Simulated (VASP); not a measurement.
**Ag: single point with r2SCAN**

The system is Ag.

```
Ag
1.0
     0.00000    2.05996    2.05996
     2.05996    0.00000    2.05996
     2.05996    2.05996    0.00000
Ag
1
Direct
  0.00000 0.00000 0.00000
```

```
Program             : VASP 6.6.1
Task                : single point
Functional          : r2SCAN
Potentials or basis : VASP PAW PBE potentials, release 64 (Ag)
Cutoff              : 520 eV
k mesh              : 14 × 14 × 14
Occupations         : fermi-dirac, width 0.1 eV
Spin                : no spin polarisation
```

```
Pressure               : -1.0 GPa
Band gap on the k mesh : zero (an odd number of electrons rules out a gap without spin polarisation)
```

Levels at points of the mesh, in eV from the Fermi level:
```
           k point  band 2  band 3  band 4  band 5  band 6  band 7  band 8  band 9  band 10  band 11
(0.00, 0.00, 0.00)   -4.99   -4.99   -4.99   -4.00   -4.00   16.64   20.21   20.21    20.21    25.11
(0.50, 0.00, 0.00)   -5.02   -5.02   -3.21   -3.21   -0.21    3.62   15.88   18.39    18.39    23.29
(0.50, 0.50, 0.00)   -6.46   -3.25   -3.01   -3.01    1.81    6.83   11.06   11.06    17.43    17.58
```

It took 94 s on 1 thread of Intel Xeon 8259CL, on a shared host, peak memory 0.16 GiB.

Caveat: the PAW data sets were made with another functional, which shifts forces and pressure a little.
